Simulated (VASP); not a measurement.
# TaSi16C15 (a cell with a defect) (Moissanite) in VASP: electric field gradients with PBE

Aim: the electric field gradients of TaSi16C15 (a cell with a defect) (Moissanite) with PBE.

All numbers are computed with VASP 6.6.1; they aren't measurements. Logs are shortened: lines on timing, memory, paths and dates and some standing lists are left out, and cuts for length are marked.

**1. The cell of the first run**

The cell holds a defect, 32 atoms: a = 6.152 Å, b = 6.152 Å, c = 10.096 Å, α = 90.00°, β = 90.00°, γ = 120.00°.

**2. Electric field gradients, PBE, collinear spin, ferromagnetic start**

File INCAR:

```
PREC = Accurate
ENCUT = 520
EDIFF = 1E-8
ISMEAR = -1
SIGMA = 0.01
LREAL = Auto
LASPH = True
NELM = 150
ALGO = Normal
ISIF = 2
LWAVE = False
LCHARG = False
ISPIN = 2
MAGMOM = 0 0 0 0 0 0 0 0 0 0 0 0 0 0 0 0 1 0 0 0 0 0 0 0 0 0 0 0 0 0 0 0
LORBIT = 11
LMAXMIX = 4
GGA = PE
LEFG = True
NBANDS = 94
```

File KPOINTS:

```
regular mesh
0
Gamma
  4 4 2
```

File POSCAR:

```
TaSi16C15
1.0
    6.1520000000      0.0000000000      0.0000000000
   -3.0760000000      5.3277882840      0.0000000000
    0.0000000000      0.0000000000     10.0960000000
Si Ta C
16 1 15
Direct
    0.1666666666      0.3333333334      0.0000000000
    0.1666666666      0.3333333334      0.5000000000
    0.1666666666      0.8333333334      0.0000000000
    0.1666666666      0.8333333334      0.5000000000
    0.6666666666      0.3333333334      0.0000000000
    0.6666666666      0.3333333334      0.5000000000
    0.6666666666      0.8333333334      0.0000000000
    0.6666666666      0.8333333334      0.5000000000
    0.3333333334      0.1666666666      0.2500000000
    0.3333333334      0.1666666666      0.7500000000
    0.3333333334      0.6666666666      0.2500000000
    0.3333333334      0.6666666666      0.7500000000
    0.8333333334      0.1666666666      0.2500000000
    0.8333333334      0.1666666666      0.7500000000
    0.8333333334      0.6666666666      0.2500000000
    0.8333333334      0.6666666666      0.7500000000
    0.1666666666      0.3333333334      0.1925000000
    0.1666666666      0.3333333334      0.6925000000
    0.1666666666      0.8333333334      0.1925000000
    0.1666666666      0.8333333334      0.6925000000
    0.6666666666      0.3333333334      0.1925000000
    0.6666666666      0.3333333334      0.6925000000
    0.6666666666      0.8333333334      0.1925000000
    0.6666666666      0.8333333334      0.6925000000
    0.3333333334      0.1666666666      0.4425000000
    0.3333333334      0.1666666666      0.9425000000
    0.3333333334      0.6666666666      0.4425000000
    0.3333333334      0.6666666666      0.9425000000
    0.8333333334      0.1666666666      0.4425000000
    0.8333333334      0.1666666666      0.9425000000
    0.8333333334      0.6666666666      0.4425000000
    0.8333333334      0.6666666666      0.9425000000
```

Potentials or basis: VASP PAW PBE potentials, release 64 (Si, Ta_pv, C).

Started as:

```bash
cat potpaw_PBE.64/Si/POTCAR potpaw_PBE.64/Ta_pv/POTCAR potpaw_PBE.64/C/POTCAR > POTCAR
mpirun -np 1 vasp_std > vasp.out
```

OUTCAR:

```text
PREC = Accurate
   ENCUT = 520
   EDIFF = 1E-8
   ISMEAR = -1
   LREAL = Auto
   LASPH = True
   NELM = 150
   ISIF = 2
   ISPIN = 2
   LORBIT = 11
   GGA = PE

 ion  position               nearest neighbor table
   1  0.167  0.333  0.000-  28 1.87  30 1.87  26 1.87  17 1.94   3 3.08   7 3.08   3 3.08   7 3.08
                             5 3.08   5 3.08  12 3.09  11 3.09  14 3.09  13 3.09  10 3.09   9 3.09
   2  0.167  0.333  0.500-  27 1.87  29 1.87  25 1.87  18 1.94   4 3.08   8 3.08   4 3.08   8 3.08
                             6 3.08   6 3.08  12 3.09  11 3.09  14 3.09  13 3.09  10 3.09   9 3.09
   3  0.167  0.833  0.000-  26 1.87  32 1.87  28 1.87  19 1.94   1 3.08   5 3.08   1 3.08   5 3.08
                             7 3.08   7 3.08  10 3.09   9 3.09  16 3.09  15 3.09  12 3.09  11 3.09
   4  0.167  0.833  0.500-  25 1.87  31 1.87  27 1.87  20 1.94   2 3.08   6 3.08   2 3.08   6 3.08
                             8 3.08   8 3.08  10 3.09   9 3.09  16 3.09  15 3.09  12 3.09  11 3.09
   5  0.667  0.333  0.000-  32 1.87  26 1.87  30 1.87  21 1.94   3 3.08   7 3.08   7 3.08   3 3.08
                             1 3.08   1 3.08  16 3.09  15 3.09  10 3.09   9 3.09  14 3.09  13 3.09
   6  0.667  0.333  0.500-  31 1.87  25 1.87  29 1.87  22 1.94   4 3.08   8 3.08   8 3.08   4 3.08
                             2 3.08   2 3.08  16 3.09  15 3.09  10 3.09   9 3.09  14 3.09  13 3.09
   7  0.667  0.833  0.000-  30 1.87  28 1.87  32 1.87  23 1.94   1 3.08   5 3.08   5 3.08   1 3.08
                             3 3.08   3 3.08  14 3.09  13 3.09  12 3.09  11 3.09  16 3.09  15 3.09
   8  0.667  0.833  0.500-  29 1.87  27 1.87  31 1.87  24 1.94   2 3.08   6 3.08   6 3.08   2 3.08
                             4 3.08   4 3.08  14 3.09  13 3.09  12 3.09  11 3.09  16 3.09  15 3.09
   9  0.333  0.167  0.250-  19 1.87  21 1.87  17 1.87  25 1.94  11 3.08  15 3.08  11 3.08  15 3.08
                            13 3.08  13 3.08   3 3.09   4 3.09   5 3.09   6 3.09   1 3.09   2 3.09
  10  0.333  0.167  0.750-  20 1.87  22 1.87  18 1.87  26 1.94  12 3.08  16 3.08  12 3.08  16 3.08
                            14 3.08  14 3.08   3 3.09   4 3.09   5 3.09   6 3.09   1 3.09   2 3.09
  11  0.333  0.667  0.250-  17 1.87  23 1.87  19 1.87  27 1.94   9 3.08  13 3.08   9 3.08  13 3.08
                            15 3.08  15 3.08   1 3.09   2 3.09   7 3.09   8 3.09   3 3.09   4 3.09
  12  0.333  0.667  0.750-  18 1.87  24 1.87  20 1.87  28 1.94  10 3.08  14 3.08  10 3.08  14 3.08
                            16 3.08  16 3.08   1 3.09   2 3.09   7 3.09   8 3.09   3 3.09   4 3.09
  13  0.833  0.167  0.250-  23 1.87  17 1.87  21 1.87  29 1.94  11 3.08  15 3.08  15 3.08  11 3.08
                             9 3.08   9 3.08   7 3.09   8 3.09   1 3.09   2 3.09   5 3.09   6 3.09
  14  0.833  0.167  0.750-  24 1.87  18 1.87  22 1.87  30 1.94  12 3.08  16 3.08  16 3.08  12 3.08
                            10 3.08  10 3.08   7 3.09   8 3.09   1 3.09   2 3.09   5 3.09   6 3.09
  15  0.833  0.667  0.250-  21 1.87  19 1.87  23 1.87  31 1.94   9 3.08  13 3.08  13 3.08   9 3.08
                            11 3.08  11 3.08   5 3.09   6 3.09   3 3.09   4 3.09   7 3.09   8 3.09
  16  0.833  0.667  0.750-  22 1.87  20 1.87  24 1.87  32 1.94  10 3.08  14 3.08  14 3.08  10 3.08
                            12 3.08  12 3.08   5 3.09   6 3.09   3 3.09   4 3.09   7 3.09   8 3.09
  17  0.167  0.333  0.193-  11 1.87  13 1.87   9 1.87   1 1.94   2 3.10
  18  0.167  0.333  0.693-  12 1.87  14 1.87  10 1.87   2 1.94
  19  0.167  0.833  0.193-   9 1.87  15 1.87  11 1.87   3 1.94
  20  0.167  0.833  0.693-  10 1.87  16 1.87  12 1.87   4 1.94
  21  0.667  0.333  0.193-  15 1.87   9 1.87  13 1.87   5 1.94
  22  0.667  0.333  0.693-  16 1.87  10 1.87  14 1.87   6 1.94
  23  0.667  0.833  0.193-  13 1.87  11 1.87  15 1.87   7 1.94
  24  0.667  0.833  0.693-  14 1.87  12 1.87  16 1.87   8 1.94
  25  0.333  0.167  0.443-   4 1.87   6 1.87   2 1.87   9 1.94
  26  0.333  0.167  0.943-   3 1.87   5 1.87   1 1.87  10 1.94
  27  0.333  0.667  0.443-   2 1.87   8 1.87   4 1.87  11 1.94
  28  0.333  0.667  0.943-   1 1.87   7 1.87   3 1.87  12 1.94
  29  0.833  0.167  0.443-   8 1.87   2 1.87   6 1.87  13 1.94
  30  0.833  0.167  0.943-   7 1.87   1 1.87   5 1.87  14 1.94
  31  0.833  0.667  0.443-   6 1.87   4 1.87   8 1.87  15 1.94
  32  0.833  0.667  0.943-   5 1.87   3 1.87   7 1.87  16 1.94

  LATTYP: Found a hexagonal cell.
 ALAT       =     6.1520000000
 C/A-ratio  =     1.6410923277

  Lattice vectors:

 A1 = (   6.1520000000,   0.0000000000,   0.0000000000)
 A2 = (  -3.0760000000,   5.3277882840,   0.0000000000)
 A3 = (   0.0000000000,   0.0000000000,  10.0960000000)

Analysis of symmetry for initial positions (statically):
=====================================================================
 Subroutine PRICEL returns:
 Original cell was already a primitive cell.

 Routine SETGRP: Setting up the symmetry group for a
 hexagonal supercell.

 Subroutine GETGRP returns: Found  6 space group operations
 (whereof  2 operations were pure point group operations)
 out of a pool of 24 trial point group operations.

The static configuration has the point symmetry C_1h.
 The point group associated with its full space group is C_3v.

Analysis of symmetry for dynamics (positions and initial velocities):
=====================================================================
 Subroutine PRICEL returns:
 Original cell was already a primitive cell.

 Routine SETGRP: Setting up the symmetry group for a
 hexagonal supercell.

 Subroutine GETGRP returns: Found  6 space group operations
[... 222 lines left out ...]
      2     -23.9297      1.00000
      3     -23.6196      1.00000
      4      -7.1303      1.00000
      5      -5.9772      1.00000
      6      -5.8837      1.00000
[... 645 lines left out ...]
     78      13.3770      0.00000
     79      13.6139      0.00000
 Fermi energy:         8.9859744443

 spin component 2

 k-point     1 :       0.0000    0.0000    0.0000
  band No.  band energies     occupation
      1     -23.6141      1.00000
      2     -23.6141      1.00000
      3     -23.1681      1.00000
      4      -7.0997      1.00000
      5      -5.9395      1.00000
      6      -5.8621      1.00000
[... 645 lines left out ...]
     78      13.4371      0.00000
     79      13.6415      0.00000
 [bands above 79 left out]

------------------------ aborting loop because EDIFF is reached ----------------------------------------

  FORCE on cell =-STRESS in cart. coord.  units (eV):
  Direction    XX          YY          ZZ          XY          YZ          ZX
  --------------------------------------------------------------------------------------
  -------------------------------------------------------------------------------------
  Total       61.2502611     61.2502611     46.5679850      0.0000000     -0.0000000      0.0000000
  in kB      296.5554432    296.5554432    225.4682541      0.0000000     -0.0000000      0.0000000
  external PRESSURE =     272.8597135 kB  Pullay stress =       0.0000000 kB

 VOLUME and BASIS-vectors are now :
 -----------------------------------------------------------------------------
  energy-cutoff  :      520.00
  volume of cell :      330.91
      direct lattice vectors                 reciprocal lattice vectors
     6.152000000  0.000000000  0.000000000     0.162548765  0.093847573  0.000000000
    -3.076000000  5.327788284  0.000000000     0.000000000  0.187695146  0.000000000
     0.000000000  0.000000000 10.096000000     0.000000000  0.000000000  0.099049128

 POSITION                                       TOTAL-FORCE (eV/Angst)
 -----------------------------------------------------------------------------------
     -0.00000      1.77593      0.00000         0.000000     -0.000000    -13.339617
     -0.00000      1.77593      5.04800         0.000000     -0.000000      0.655804
     -1.53800      4.43982      0.00000         0.033948      0.019600      0.629211
     -1.53800      4.43982      5.04800         0.010897      0.006291      0.649734
      3.07600      1.77593      0.00000         0.000000     -0.039200      0.629211
      3.07600      1.77593      5.04800         0.000000     -0.012582      0.649734
[... 24 lines left out ...]
      3.07600      3.55186      4.46748         0.000000     -0.000000     -0.838961
      3.07600      3.55186      9.51548         0.000000     -0.000000     -0.669282
 -----------------------------------------------------------------------------------
    total drift:                                0.000000      0.000001     -0.245604

  FREE ENERGIE OF THE ION-ELECTRON SYSTEM (eV)
  ---------------------------------------------------
  free  energy   TOTEN  =      -218.5125863388 eV

  energy  without entropy=     -218.5101881248  energy(sigma->0) =     -218.51138723

 Electric field gradients (V/A^2)
---------------------------------------------------------------------
 ion       V_xx      V_yy      V_zz      V_xy      V_xz      V_yz
---------------------------------------------------------------------
   1      31.085    31.085   -62.170    -0.000     0.000    -0.000
   2      -8.671    -8.672    17.343    -0.000     0.000    -0.000
   3      -9.925    -9.486    19.412    -0.381    -0.545    -0.315
   4      -9.413    -7.770    17.184    -1.423    -1.257    -0.726
   5      -9.266   -10.145    19.412    -0.000     0.000     0.630
   6      -6.949   -10.235    17.184    -0.000     0.000     1.452
[... 24 lines left out ...]
  31      -1.662    -1.662     3.324    -0.000     0.000    -0.000
  32      -1.697    -1.698     3.395    -0.000     0.000    -0.000
---------------------------------------------------------------------

 Electric field gradients after diagonalization (V/A^2)
 (convention: |V_zz| > |V_xx| > |V_yy|)
----------------------------------------------------------------------
 ion       V_xx      V_yy      V_zz     asymmetry (V_yy - V_xx)/ V_zz
----------------------------------------------------------------------
   1      31.085    31.085   -62.170       0.000
   2      -8.672    -8.671    17.343       0.000
   3     -10.159    -9.266    19.425       0.046
   4     -10.311    -6.949    17.260       0.195
   5     -10.159    -9.266    19.425       0.046
   6     -10.311    -6.949    17.260       0.195
[... 24 lines left out ...]
  31      -1.662    -1.662     3.324       0.000
  32      -1.698    -1.697     3.395       0.000
----------------------------------------------------------------------

           NMR quadrupolar parameters

 Cq : quadrupolar parameter    Cq=e*Q*V_zz/h
 eta: asymmetry parameters     (V_yy - V_xx)/ V_zz
 Q  : nuclear electric quadrupole moment in mb (millibarn)
----------------------------------------------------------------------
 ion       Cq(MHz)       eta       Q (mb)
----------------------------------------------------------------------
   1      -0.150       0.000       1.000
   2       0.042       0.000       1.000
   3       0.047       0.046       1.000
   4       0.042       0.195       1.000
   5       0.047       0.046       1.000
   6       0.042       0.195       1.000
[... 24 lines left out ...]
  31       0.008       0.000       1.000
  32       0.008       0.000       1.000
----------------------------------------------------------------------

 total charge

# of ion       s       p       d       tot
------------------------------------------
    1        0.799   1.126   0.000   1.925
    2        0.709   0.964   0.000   1.673
    3        0.711   0.964   0.000   1.675
    4        0.709   0.965   0.000   1.675
    5        0.711   0.964   0.000   1.675
    6        0.709   0.965   0.000   1.675
[... 24 lines left out ...]
   31        0.839   1.711   0.000   2.550
   32        0.838   1.711   0.000   2.550
--------------------------------------------------
tot         25.128  47.513   4.363  77.004

 magnetization (x)

# of ion       s       p       d       tot
------------------------------------------
    1       -0.003  -0.004   0.000  -0.007
    2       -0.001   0.001   0.000   0.001
    3       -0.000  -0.001   0.000  -0.001
    4        0.001   0.004   0.000   0.005
    5       -0.000  -0.001   0.000  -0.001
    6        0.001   0.004   0.000   0.005
[... 24 lines left out ...]
   31        0.000   0.001   0.000   0.001
   32        0.000   0.000   0.000   0.000
--------------------------------------------------
tot          0.056   0.348   0.640   1.044
```

Run time: 15 min. Hardware: 1 thread of Intel Xeon Platinum 8488C (Sapphire Rapids), shared host; peak memory 0.76 GiB.

What came out:

```yaml
Free_energy: -218.5126 eV
Pressure: 27.3 GPa
Largest_force: 17.905 eV/Å
Net_moment: 1.50 μB per cell
Site_moments: Si -0.01, +0.00, -0.00, +0.01, +0.03; Ta +0.66; C -0.00, +0.01, +0.04, +0.03, +0.00 μB
Valence_electrons_inside_the_program's_atomic_spheres: Si 1.93, 1.67, 1.68, 1.91; Ta 11.11; C 2.55, 2.53, 2.54
```

Forces in eV/Å, atoms in the order of the input:
```
Si    0.000   0.000 -13.340
Si    0.000   0.000   0.656
Si    0.034   0.020   0.629
Si    0.011   0.006   0.650
Si    0.000  -0.039   0.629
Si    0.000  -0.013   0.650
Si   -0.034   0.020   0.629
Si   -0.011   0.006   0.650
Si   14.314  -8.264   6.886
Si   -0.003   0.002   0.713
Si    0.000  16.528   6.886
Si    0.000  -0.003   0.713
Si  -14.314  -8.264   6.886
Si    0.003   0.002   0.713
Si    0.000   0.000   1.051
Si    0.000   0.000   0.758
Ta    0.000   0.000  -3.629
C     0.000   0.000  -0.814
C    -0.491  -0.283  -1.235
C    -0.062  -0.036  -0.739
C     0.000   0.567  -1.235
C     0.000   0.072  -0.739
C     0.491  -0.283  -1.235
C     0.062  -0.036  -0.739
C     0.286  -0.165  -0.178
C     0.537  -0.310  -1.116
C     0.000   0.331  -0.178
C     0.000   0.620  -1.116
C    -0.286  -0.165  -0.178
C    -0.537  -0.310  -1.116
C     0.000   0.000  -0.839
C     0.000   0.000  -0.669
```

Stress tensor (GPa, compression positive):
```
29.66  0.00  0.00
 0.00 29.66  0.00
 0.00  0.00 22.55
```

Levels at points of the mesh, in eV from the Fermi level:
Spin up:
| k point | band 64 | band 65 | band 66 | band 67 | band 68 | band 69 | band 70 | band 71 | band 72 | band 73 |
| --- | --- | --- | --- | --- | --- | --- | --- | --- | --- | --- |
| (0.00, 0.00, 0.00) | -1.02 | -0.88 | -0.88 | -0.79 | -0.37 | -0.37 | 2.17 | 2.40 | 2.40 | 2.45 |
| (0.50, 0.00, 0.00) | -1.44 | -0.45 | -0.45 | -0.43 | 0.43 | 0.57 | 1.64 | 2.49 | 3.04 | 3.34 |
| (0.00, 0.00, 0.50) | -1.26 | -1.00 | -1.00 | -0.54 | -0.21 | -0.21 | 1.65 | 2.46 | 2.46 | 2.48 |
| (0.50, 0.00, 0.50) | -1.67 | -0.73 | -0.44 | -0.29 | 0.42 | 0.59 | 1.63 | 2.72 | 3.32 | 3.38 |
Spin down:
| k point | band 63 | band 64 | band 65 | band 66 | band 67 | band 68 | band 69 | band 70 | band 71 | band 72 |
| --- | --- | --- | --- | --- | --- | --- | --- | --- | --- | --- |
| (0.00, 0.00, 0.00) | -1.44 | -0.94 | -0.84 | -0.84 | -0.60 | 0.10 | 0.10 | 2.27 | 2.42 | 2.42 |
| (0.50, 0.00, 0.00) | -1.46 | -1.42 | -0.19 | -0.06 | -0.01 | 0.65 | 0.82 | 1.81 | 2.65 | 3.09 |
| (0.00, 0.00, 0.50) | -1.21 | -1.21 | -0.96 | -0.96 | -0.35 | 0.22 | 0.22 | 1.75 | 2.47 | 2.47 |
| (0.50, 0.00, 0.50) | -1.70 | -1.56 | -0.36 | -0.10 | 0.14 | 0.62 | 0.86 | 1.79 | 2.86 | 3.34 |

Electric field gradients, principal values (V/Å²):
```
 atom   least   middle  greatest (by size)
 1 Si  31.085   31.085             -62.170
 2 Si  -8.671   -8.672              17.343
 3 Si  -9.266  -10.159              19.425
 4 Si  -6.949  -10.311              17.260
 5 Si  -9.266  -10.159              19.425
 6 Si  -6.949  -10.311              17.260
 7 Si  -9.267  -10.158              19.425
 8 Si  -6.949  -10.311              17.260
 9 Si   1.867   24.389             -26.256
10 Si  -8.814   -9.406              18.220
11 Si   1.867   24.389             -26.256
12 Si  -8.814   -9.406              18.220
13 Si   1.867   24.389             -26.256
14 Si  -8.814   -9.406              18.220
15 Si  -6.394   -6.394              12.788
16 Si  -8.717   -8.717              17.434
17 Ta  29.475   29.477             -58.951
 18 C  -1.190   -1.191               2.381
 19 C  -8.104  -11.320              19.424
 20 C  -1.734   -2.485               4.219
 21 C  -8.104  -11.320              19.424
 22 C  -1.734   -2.485               4.219
 23 C  -8.104  -11.320              19.425
 24 C  -1.734   -2.485               4.219
 25 C  -3.461   -4.837               8.298
 26 C  -3.185   -4.403               7.588
 27 C  -3.461   -4.837               8.298
 28 C  -3.185   -4.403               7.588
 29 C  -3.461   -4.837               8.298
 30 C  -3.185   -4.403               7.588
 31 C  -1.662   -1.662               3.324
 32 C  -1.697   -1.698               3.395
```

Caveat: without QUAD_EFG the Cq values of the log hold for a quadrupole moment of 1 mb, not for the nuclei; spin-orbit coupling is left out, which moves the levels of the heavy elements.
